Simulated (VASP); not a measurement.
# WSe2 in VASP: further runs

WSe2 is run at these levels: PBEsol; tasks: single point.

Everything below comes from runs of VASP 6.6.1. Logs are shortened: lines on timing, memory, paths and dates and some standing lists are left out, and cuts for length are marked.

## (1) The cell of the first run

The cell holds a slab with vacuum, 3 atoms: a = 3.074 Å, b = 3.074 Å, c = 17.262 Å, α = 90.00°, β = 90.00°, γ = 120.00°.

## (2) Single point, PBEsol (biaxial strain in the a-b plane: -6.0 %, then relaxed in part)

Input file INCAR:

```
  ALGO = Normal
  EDIFF = 1E-6
  ENCUT = 520
  GGA = PS
  ISIF = 2
  ISMEAR = 0
  LASPH = T
  LCHARG = F
  LREAL = F
  LWAVE = F
  NBANDS = 20
  NELM = 80
  PREC = Accurate
  SIGMA = 0.02
```

Input file KPOINTS:

```
k-points
0
Gamma
  12 12 2
```

Input file POSCAR:

```
WSe2
1.0
    3.0740375180      0.0000000000      0.0000000000
   -1.5370187590      2.6621945828      0.0000000000
    0.0000000000      0.0000000000     17.2615703513
W Se
1 2
Direct
    0.0000000000      0.0000000000      0.0000000000
    0.3333333333      0.6666666667      0.1015035510
    0.3333333333      0.6666666667      0.8984964490
```

Potentials or basis: VASP PAW PBE potentials, release 64 (W_sv, Se).

Started as:

```sh
$ cat potpaw_PBE.64/W_sv/POTCAR potpaw_PBE.64/Se/POTCAR > POTCAR
$ mpirun -np 1 vasp_std > vasp.out
```

OUTCAR:

```text
EDIFF = 1E-6
   ENCUT = 520
   GGA = PS
   ISIF = 2
   ISMEAR = 0
   LASPH = T
   LREAL = F
   NELM = 80
   PREC = Accurate

 ion  position               nearest neighbor table
   1  0.000  0.000  0.000-   2 2.49   3 2.49   2 2.49   3 2.49   2 2.49   3 2.49
   2  0.333  0.667  0.102-   1 2.49   1 2.49   1 2.49
   3  0.333  0.667  0.898-   1 2.49   1 2.49   1 2.49

  LATTYP: Found a hexagonal cell.
 ALAT       =     3.0740375180
 C/A-ratio  =     5.6152764077

  Lattice vectors:

 A1 = (   3.0740375180,   0.0000000000,   0.0000000000)
 A2 = (  -1.5370187590,   2.6621945828,   0.0000000000)
 A3 = (   0.0000000000,   0.0000000000,  17.2615703513)

Analysis of symmetry for initial positions (statically):
=====================================================================
 Subroutine PRICEL returns:
 Original cell was already a primitive cell.

 Routine SETGRP: Setting up the symmetry group for a
 hexagonal supercell.

 Subroutine GETGRP returns: Found 12 space group operations
 (whereof 12 operations were pure point group operations)
 out of a pool of 24 trial point group operations.

The static configuration has the point symmetry D_3h.

Analysis of symmetry for dynamics (positions and initial velocities):
=====================================================================
 Subroutine PRICEL returns:
 Original cell was already a primitive cell.

 Routine SETGRP: Setting up the symmetry group for a
 hexagonal supercell.

 Subroutine GETGRP returns: Found 12 space group operations
 (whereof 12 operations were pure point group operations)
 out of a pool of 24 trial point group operations.

The dynamic configuration has the point symmetry D_3h.

 Subroutine INISYM returns: Found 12 space group operations
 (whereof 12 operations are pure point group operations),
 and found     1 'primitive' translations

----------------------------------------------------------------------------------------

                                     Primitive cell

  volume of cell :     141.2633

  direct lattice vectors                    reciprocal lattice vectors
     3.074037518  0.000000000  0.000000000     0.325305073  0.187814972  0.000000000
    -1.537018759  2.662194583  0.000000000     0.000000000  0.375629943  0.000000000
     0.000000000  0.000000000 17.261570351     0.000000000  0.000000000  0.057932157

  length of vectors
     3.074037518  3.074037518 17.261570351     0.375629943  0.375629943  0.057932157

  position of ions in fractional coordinates (direct lattice)
     0.000000000  0.000000000  0.000000000
     0.333333333  0.666666667  0.101503551
     0.333333333  0.666666667  0.898496449

  ion indices of the primitive-cell ions
   primitive index   ion index
                 1           1
                 2           2
                 3           3

----------------------------------------------------------------------------------------

 KPOINTS: k-points

Automatic generation of k-mesh.
 Grid dimensions read from file:
 generate k-points for:   12   12    2

 Generating k-lattice:

  Cartesian coordinates                     Fractional coordinates (reciprocal lattice)
     0.027108756  0.015651248  0.000000000     0.083333333 -0.000000000  0.000000000
     0.000000000  0.031302495  0.000000000     0.000000000  0.083333333  0.000000000
     0.000000000  0.000000000  0.028966078     0.000000000  0.000000000  0.500000000

  Length of vectors
     0.031302495  0.031302495  0.028966078

  Shift w.r.t. Gamma in fractional coordinates (k-lattice)
     0.000000000  0.000000000  0.000000000

 Subroutine IBZKPT returns following result:
 ===========================================

 Found     38 irreducible k-points:

 Following reciprocal coordinates:
            Coordinates               Weight
  0.000000  0.000000  0.000000      1.000000
  0.083333 -0.000000  0.000000      6.000000
  0.166667  0.000000  0.000000      6.000000
  0.250000  0.000000  0.000000      6.000000
  0.333333 -0.000000  0.000000      6.000000
  0.416667 -0.000000  0.000000      6.000000
[... 16 lines left out ...]
  0.250000  0.000000  0.500000      6.000000
  0.333333 -0.000000  0.500000      6.000000
 [... further k-points ...]
   k-points           NKPTS =     38   k-points in BZ     NKDIM =     38   number of bands    NBANDS=     20
   number of dos      NEDOS =    301   number of ions     NIONS =      3
   total plane-waves  NPLWV =  73728
   dimension x,y,z NGX =    24 NGY =   24 NGZ =  128
   dimension x,y,z NGXF=    48 NGYF=   48 NGZF=  256
   ions per type =               1   2
   NGX,Y,Z   is equivalent  to a cutoff of  12.98, 12.98, 12.33 a.u.
   NGXF,Y,Z  is equivalent  to a cutoff of  25.96, 25.96, 24.66 a.u.
 SYSTEM =  unknown system
   PREC   = accura    normal or accurate (medium, high low for compatibility)
   ISTART =      0    job   : 0-new  1-cont  2-samecut
   ICHARG =      2    charge: 1-file 2-atom 10-const
   ISPIN  =      1    spin polarized calculation?
   LNONCOLLINEAR =      F non collinear calculations
   LSORBIT =      F    spin-orbit coupling
   LASPH  =      T    aspherical Exc in radial PAW
   ENCUT  =  520.0 eV  38.22 Ry    6.18 a.u.   5.72  5.72 32.10*2*pi/ulx,y,z
   NELM   =     80;   NELMIN=  2; NELMDL= -5     # of ELM steps
   EDIFF  = 0.1E-05   stopping-criterion for ELM
   LREAL  =      F    real-space projection
   EDIFFG = 0.1E-04   stopping-criterion for IOM
   NSW    =      0    number of steps for IOM
   IBRION =     -1    ionic relax: 0-MD 1-quasi-New 2-CG
   NFREE  =      0    steps in history (QN), initial steepest desc. (CG)
   ISIF   =      2    stress and relaxation
   ISYM   =      2    0-nonsym 1-usesym 2-fastsym
   POTIM  = 0.5000    time-step for ionic-motion
   TEBEG  =    0.0;   TEEND  =   0.0 temperature during run
   PSTRESS=    0.0 pullay stress
   NELECT =      26.0000    total number of electrons
   NUPDOWN=      -1.0000    fix difference up-down
   EMIN   =  10.00;   EMAX   =-10.00  energy-range for DOS
   EFERMI =   0.00;   METHOD = LEGACY
   ISMEAR =     0;   SIGMA  =   0.02  broadening in eV -4-tet -1-fermi 0-gaus
   EFERMI_NEDOS =   21; number of points for ismear=-14 and -15
   IALGO  =     38    algorithm
   IMIX   =      4    mixing-type and parameters
     AMIX     =   0.40;   BMIX     =  1.00
     AMIX_MAG =   1.60;   BMIX_MAG =  1.00
[... 10 lines left out ...]
 non-spin polarized calculation
 Gauss-broadening in eV      SIGMA  =   0.02
  energy-cutoff  :      520.00
  volume of cell :      141.26
 maximum number of plane-waves:      3832
 NGX is ok and might be reduce to    24
   NGX = 11   NGY = 11   NGZ = 65

 number of electron      26.0000000 magnetization

 Free energy of the ion-electron system (eV)
  ---------------------------------------------------
  ext. energy  EPLUGINS =         0.00000000
  ---------------------------------------------------
  free energy    TOTEN  =       -22.86038742 eV

  energy without entropy =      -22.86038742  energy(sigma->0) =      -22.86038742

 E-fermi :  -0.0847     XC(G=0):  -5.0022

 val. band max:       -0.3347688396   @ k =   0.3333   0.3333   0.0000
 cond. band min:       0.9880804430   @ k =   0.1667   0.1667   0.0000
 fundamental gap:      1.3228492827
 Fermi energy:        -0.0847401750

 k-point     1 :       0.0000    0.0000    0.0000
  band No.  band energies     occupation
      1     -73.9817      2.00000
      2     -38.4094      2.00000
      3     -38.0073      2.00000
      4     -38.0073      2.00000
      5     -15.8439      2.00000
      6     -14.6331      2.00000
[... 12 lines left out ...]
     19       4.3895      0.00000
     20       5.3101      0.00000

 k-point     2 :       0.0833   -0.0000    0.0000
  band No.  band energies     occupation
      1     -73.9798      2.00000
      2     -38.4033      2.00000
      3     -38.0398      2.00000
      4     -38.0148      2.00000
      5     -15.7084      2.00000
      6     -14.5537      2.00000
[... 12 lines left out ...]
     19       4.5647      0.00000
     20       5.5510      0.00000

 k-point     3 :       0.1667    0.0000    0.0000
  band No.  band energies     occupation
      1     -73.9748      2.00000
      2     -38.3864      2.00000
      3     -38.1277      2.00000
      4     -38.0351      2.00000
      5     -15.3165      2.00000
      6     -14.3237      2.00000
[... 12 lines left out ...]
     19       5.0426      0.00000
     20       5.9784      0.00000

 k-point     4 :       0.2500    0.0000    0.0000
  band No.  band energies     occupation
      1     -73.9679      2.00000
      2     -38.3632      2.00000
      3     -38.2458      2.00000
      4     -38.0628      2.00000
      5     -14.7129      2.00000
      6     -13.9713      2.00000
[... 12 lines left out ...]
     19       5.7451      0.00000
     20       6.4540      0.00000

 k-point     5 :       0.3333   -0.0000    0.0000
  band No.  band energies     occupation
      1     -73.9610      2.00000
      2     -38.3616      2.00000
      3     -38.3400      2.00000
      4     -38.0902      2.00000
      5     -13.9858      2.00000
      6     -13.5576      2.00000
[... 12 lines left out ...]
     19       6.4303      0.00000
     20       6.6770      0.00000

 k-point     6 :       0.4167   -0.0000    0.0000
  band No.  band energies     occupation
      1     -73.9560      2.00000
      2     -38.4451      2.00000
      3     -38.3229      2.00000
      4     -38.1102      2.00000
      5     -13.3128      2.00000
      6     -13.1969      2.00000
[... 12 lines left out ...]
     19       6.6605      0.00000
     20       6.8006      0.00000

 k-point     7 :       0.5000    0.0000    0.0000
  band No.  band energies     occupation
      1     -73.9541      2.00000
      2     -38.4754      2.00000
      3     -38.3166      2.00000
      4     -38.1175      2.00000
      5     -13.0474      2.00000
      6     -13.0136      2.00000
[... 12 lines left out ...]
     19       6.8113      0.00000
     20       6.9382      0.00000
[... 277 lines left out ...]
 k-point    20 :       0.0000    0.0000    0.5000
  band No.  band energies     occupation
      1     -73.9817      2.00000
      2     -38.4094      2.00000
      3     -38.0073      2.00000
      4     -38.0073      2.00000
      5     -15.8439      2.00000
      6     -14.6331      2.00000
[... 12 lines left out ...]
     19       4.1731      0.00000
     20       5.6251      0.00000

 k-point    21 :       0.0833   -0.0000    0.5000
  band No.  band energies     occupation
      1     -73.9798      2.00000
      2     -38.4033      2.00000
      3     -38.0398      2.00000
      4     -38.0148      2.00000
      5     -15.7084      2.00000
      6     -14.5537      2.00000
[... 12 lines left out ...]
     19       4.4335      0.00000
     20       5.7831      0.00000

 k-point    22 :       0.1667    0.0000    0.5000
  band No.  band energies     occupation
      1     -73.9748      2.00000
      2     -38.3864      2.00000
      3     -38.1277      2.00000
      4     -38.0351      2.00000
      5     -15.3165      2.00000
      6     -14.3237      2.00000
[... 12 lines left out ...]
     19       4.8583      0.00000
     20       6.2351      0.00000

 k-point    23 :       0.2500    0.0000    0.5000
  band No.  band energies     occupation
      1     -73.9679      2.00000
      2     -38.3632      2.00000
      3     -38.2458      2.00000
      4     -38.0628      2.00000
      5     -14.7129      2.00000
      6     -13.9712      2.00000
[... 12 lines left out ...]
     19       5.5235      0.00000
     20       6.8864      0.00000

 k-point    24 :       0.3333   -0.0000    0.5000
  band No.  band energies     occupation
      1     -73.9610      2.00000
      2     -38.3616      2.00000
      3     -38.3400      2.00000
      4     -38.0902      2.00000
      5     -13.9858      2.00000
      6     -13.5576      2.00000
[... 12 lines left out ...]
     19       6.3298      0.00000
     20       6.8320      0.00000

 [... further k-points ...]

------------------------ aborting loop because EDIFF is reached ----------------------------------------

  FORCE on cell =-STRESS in cart. coord.  units (eV):
  Direction    XX          YY          ZZ          XY          YZ          ZX
  --------------------------------------------------------------------------------------
  -------------------------------------------------------------------------------------
  Total        6.3228539      6.3228539      0.2472235      0.0000000      0.0000000      0.0000000
  in kB       71.7124353     71.7124353      2.8039556      0.0000000      0.0000000      0.0000000
  external PRESSURE =      48.7429420 kB  Pullay stress =       0.0000000 kB

 VOLUME and BASIS-vectors are now :
 -----------------------------------------------------------------------------
  energy-cutoff  :      520.00
  volume of cell :      141.26
      direct lattice vectors                 reciprocal lattice vectors
     3.074037518  0.000000000  0.000000000     0.325305073  0.187814972  0.000000000
    -1.537018759  2.662194583  0.000000000     0.000000000  0.375629943  0.000000000
     0.000000000  0.000000000 17.261570351     0.000000000  0.000000000  0.057932157

 POSITION                                       TOTAL-FORCE (eV/Angst)
 -----------------------------------------------------------------------------------
      0.00000      0.00000      0.00000        -0.000000      0.000000     -0.000000
     -0.00000      1.77480      1.75211         0.000000     -0.000000      0.073429
     -0.00000      1.77480     15.50946         0.000000     -0.000000     -0.073429
 -----------------------------------------------------------------------------------
    total drift:                                0.000000     -0.000000     -0.000000

  FREE ENERGIE OF THE ION-ELECTRON SYSTEM (eV)
  ---------------------------------------------------
  free  energy   TOTEN  =       -22.8603874188 eV

  energy  without entropy=      -22.8603874188  energy(sigma->0) =      -22.86038742
```

It took 50 s on 1 thread of Intel Xeon 6975P-C (Granite Rapids), shared host; peak memory 0.3 GiB.

What came out:

```
Free energy            : -22.8604 eV
Largest force          : 0.073 eV/Å
Band gap on the k mesh : 1.32 eV (least direct gap 1.89 eV)
```

Forces in eV/Å, atoms in the order of the input:
```
W    0.000  0.000  0.000
Se   0.000  0.000  0.073
Se   0.000  0.000 -0.073
```

Levels at points of the mesh, in eV from the valence-band top:
```
           k point  band 9  band 10  band 11  band 12  band 13  band 14  band 15  band 16  band 17  band 18
(0.00, 0.00, 0.00)   -1.80    -1.80    -1.24    -0.42    -0.42     3.79     3.79     3.83     3.83     4.36
(0.50, 0.00, 0.00)   -4.48    -2.72    -2.64    -1.16    -0.17     2.89     3.56     3.81     4.82     5.60
(0.00, 0.00, 0.50)   -1.80    -1.80    -1.24    -0.42    -0.42     3.79     3.79     3.83     3.83     4.50
(0.50, 0.00, 0.50)   -4.48    -2.72    -2.64    -1.16    -0.17     2.89     3.56     3.81     4.82     5.60
```

Caveat: the cell differs from its parent crystal (biaxial strain in the a-b plane: -6.0 %, then relaxed in part); there is no dipole correction, which matters where the two faces differ; the PAW data sets were made with another functional, which shifts forces and pressure a little; spin-orbit coupling is left out, which moves the levels of the heavy elements.

## (3) Single point, PBEsol (biaxial strain in the a-b plane: -6.0 %)

Input file INCAR:

```
SYSTEM = WSe2
ALGO     = Normal         ! electronic algorithm
EDIFF    = 1E-6           ! SCF threshold, eV
ENCUT    = 520            ! plane-wave cutoff, eV
GGA      = PS             ! functional
ISIF     = 2              ! what is computed and relaxed
ISMEAR   = 0              ! smearing method
LASPH    = .True.         ! aspherical terms in the spheres
LCHARG   = .False.        ! write CHGCAR
LREAL    = .False.        ! projectors in reciprocal space
LWAVE    = .False.        ! write WAVECAR
NBANDS   = 20             ! bands
NELM     = 100            ! most SCF steps
PREC     = Accurate       ! precision mode
SIGMA    = 0.02           ! smearing width, eV
```

Input file KPOINTS:

```
k-points
0
Gamma
  12 12 2
  0 0 0
```

Input file POSCAR:

```
WSe2
1.0
    3.0740375180      0.0000000000      0.0000000000
   -1.5370187590      2.6621945828      0.0000000000
    0.0000000000      0.0000000000     17.2610207787
W Se
1 2
Direct
    0.0000000000      0.0000000000      0.0000000000
    0.3333333333      0.6666666667      0.1010910841
    0.3333333333      0.6666666667      0.8989089159
```

Potentials or basis: VASP PAW PBE potentials, release 64 (W_sv, Se).

Started as:

```sh
$ cat potpaw_PBE.64/W_sv/POTCAR potpaw_PBE.64/Se/POTCAR > POTCAR
$ mpirun -np 1 vasp_std > vasp.out
```

It took 50 s on 1 thread of Intel Xeon 6975P-C (Granite Rapids), shared host; peak memory 0.3 GiB.

The run converged. Its results:

```yaml
Free_energy: -22.8584 eV
Largest_force: 0.209 eV/Å
Band_gap_on_the_k_mesh: 1.35 eV (least direct gap 1.93 eV)
```

Forces in eV/Å, atoms in the order of the input:
```
W    0.000  0.000  0.000
Se   0.000  0.000  0.209
Se   0.000  0.000 -0.209
```

Levels at points of the mesh, in eV from the valence-band top:
```tsv
k point	band 10	band 11	band 12	band 13	band 14	band 15	band 16	band 17
(0.00, 0.00, 0.00)	-1.83	-1.22	-0.45	-0.45	3.79	3.79	3.84	3.84
(0.50, 0.00, 0.00)	-2.71	-2.67	-1.16	-0.19	2.92	3.55	3.84	4.86
(0.00, 0.00, 0.50)	-1.83	-1.22	-0.45	-0.45	3.79	3.79	3.84	3.84
(0.50, 0.00, 0.50)	-2.71	-2.67	-1.16	-0.19	2.92	3.55	3.84	4.86
```

Caveat: the cell differs from its parent crystal (biaxial strain in the a-b plane: -6.0 %); there is no dipole correction, which matters where the two faces differ; the PAW data sets were made with another functional, which shifts forces and pressure a little; spin-orbit coupling is left out, which moves the levels of the heavy elements.

## (4) Single point, PBEsol (biaxial strain in the a-b plane: -4.0 %, then relaxed in part)

Input file INCAR:

```
SYSTEM = WSe2
ALGO = Normal
EDIFF = 1E-7
ENCUT = 520
GGA = PS
ISIF = 2
ISMEAR = 0
LASPH = .True.
LCHARG = .False.
LREAL = .False.
LWAVE = .False.
NBANDS = 20
NELM = 60
PREC = Accurate
SIGMA = 0.02
```

KPOINTS is that of step 3.

Input file POSCAR:

```
WSe2
1.0
    3.1394425716      0.0000000000      0.0000000000
   -1.5697212858      2.7188370207      0.0000000000
    0.0000000000      0.0000000000     17.0617409534
W Se
1 2
Direct
    0.0000000000      0.0000000000      0.0000000000
    0.3333333333      0.6666666667      0.1010910841
    0.3333333333      0.6666666667      0.8989089159
```

Started as:

```sh
$ cat potpaw_PBE.64/W_sv/POTCAR potpaw_PBE.64/Se/POTCAR > POTCAR
$ mpirun -np 1 vasp_std > vasp.out
```

Run time: 53 s. Hardware: 1 thread of Intel Xeon 6975P-C (Granite Rapids), shared host; peak memory 0.31 GiB.

It converged, with:

| Property | Result |
| --- | --- |
| Free energy | -23.0744 eV |
| Largest force | 0.069 eV/Å |
| Band gap on the k mesh | 1.45 eV (least direct gap 2.14 eV) |

Forces in eV/Å, atoms in the order of the input:
```
W    0.000  0.000  0.000
Se   0.000  0.000  0.069
Se   0.000  0.000 -0.069
```

Levels at points of the mesh, in eV from the valence-band top:
```csv
k point,band 10,band 11,band 12,band 13,band 14,band 15,band 16,band 17
"(0.00, 0.00, 0.00)",-2.01,-0.95,-0.72,-0.72,3.50,3.50,3.59,3.59
"(0.50, 0.00, 0.00)",-2.80,-2.56,-1.13,-0.42,2.94,3.16,3.80,4.71
"(0.00, 0.00, 0.50)",-2.01,-0.95,-0.72,-0.72,3.50,3.50,3.59,3.59
"(0.50, 0.00, 0.50)",-2.80,-2.56,-1.13,-0.42,2.94,3.16,3.80,4.71
```

Caveat: the cell differs from its parent crystal (biaxial strain in the a-b plane: -4.0 %, then relaxed in part); there is no dipole correction, which matters where the two faces differ; the PAW data sets were made with another functional, which shifts forces and pressure a little; spin-orbit coupling is left out, which moves the levels of the heavy elements.

## (5) Overview

```tsv
cell	gap on the mesh (eV)	largest force (eV/Å)
a = 3.074, b = 3.074, c = 17.262 Å, angles 90.0, 90.0, 120.0°, 3 atoms, atomic positions A	1.32	0.07
a = 3.074, b = 3.074, c = 17.261 Å, angles 90.0, 90.0, 120.0°, 3 atoms, atomic positions B	1.35	0.21
a = 3.139, b = 3.139, c = 17.062 Å, angles 90.0, 90.0, 120.0°, 3 atoms, atomic positions B	1.45	0.07
```

Alike in all rows: task single point; level PBEsol; potentials or basis VASP PAW PBE potentials, release 64 (W_sv, Se); no spin polarisation; k mesh 12 × 12 × 2; cutoff (eV) 520; smearing gaussian 0.02 eV.

Caveats: there is no dipole correction, which matters where the two faces differ; the PAW data sets were made with another functional, which shifts forces and pressure a little; spin-orbit coupling is left out, which moves the levels of the heavy elements.

Total energies depend on the potentials used, so only differences within one code and one set of settings carry meaning.
